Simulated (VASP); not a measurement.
Here is a VASP 6.6.1 calculation.

Contents of INCAR:

```
SYSTEM = HfO2
  AGGAC = 1.0
  AGGAX = 1.0
  ALDAC = 0.0
  ALDAX = 1.0
  ALGO = Normal
  EDIFF = 1E-6
  ENCUT = 520
  GGA = B5
  ISIF = 2
  ISMEAR = -1
  LASPH = .True.
  LCHARG = .False.
  LREAL = .False.
  LWAVE = .False.
  NBANDS = 56
  NELM = 60
  PREC = Accurate
  SIGMA = 0.05
```

Contents of KPOINTS:

```
k-points
0
Gamma
  5 5 5
  0 0 0
```

POSCAR

```
HfO2
1.0
    5.1853498288      0.0000000000      0.0000000000
    0.0000000000      5.2539407204      0.0000000000
   -0.8699625537      0.0000000000      5.2824785238
Hf O
4 8
Direct
    0.2755000000      0.4603000000      0.7080000000
    0.7245000000      0.9603000000      0.7920000000
    0.7245000000      0.5397000000      0.2920000000
    0.2755000000      0.0397000000      0.2080000000
    0.0742000000      0.1684000000      0.8467000000
    0.9258000000      0.6684000000      0.6533000000
    0.9258000000      0.8316000000      0.1533000000
    0.0742000000      0.3316000000      0.3467000000
    0.4487000000      0.7419000000      0.9801000000
    0.5513000000      0.2419000000      0.5199000000
    0.5513000000      0.2581000000      0.0199000000
    0.4487000000      0.7581000000      0.4801000000
```

Potentials or basis: VASP PAW PBE potentials, release 64 (Hf_pv, O).

Command:

```bash
$ cat potpaw_PBE.64/Hf_pv/POTCAR potpaw_PBE.64/O/POTCAR > POTCAR
$ mpirun -np 1 vasp_std > vasp.out
```

**Question.** Predict the band gap on the k mesh.

**Answer.** 4.06 eV (least direct gap 4.13 eV).

**Question.** Estimate the largest force.

**Answer.** 0.393 eV/Å.

Forces on the atoms (eV/Å):
```
Hf  -0.053 -0.040 -0.039
Hf   0.053 -0.040  0.039
Hf   0.053  0.040  0.039
Hf  -0.053  0.040 -0.039
O   -0.365 -0.134 -0.059
O    0.365 -0.134  0.059
O    0.365  0.134  0.059
O   -0.365  0.134 -0.059
O   -0.045  0.018 -0.116
O    0.045  0.018  0.116
O    0.045 -0.018  0.116
O   -0.045 -0.018 -0.116
```

Caveat: the PAW data sets were made with another functional, which shifts forces and pressure a little; spin-orbit coupling is left out, which moves the levels of the heavy elements.

**Experimental background.**

From “Temperature dependence of self-trapped exciton luminescence in nanostructured hafnia powder”, 2021, arxiv:2112.02602, for a bulk crystal of HfO2: band gap 5.54 eV (indirect).

Measured gap of HfO2: 5.54 eV (indirect; quoted in “Temperature dependence of self-trapped exciton luminescence in nanostructured hafnia powder”, 2021, arxiv:2112.02602). This calculation gives 4.06 eV (-1.48 eV). Spin-orbit coupling on Hf is left out. The value is that of BLYP on a finite k mesh, which can miss the band edges, without temperature or zero-point motion. Semilocal functionals fall short of measured gaps as a rule.
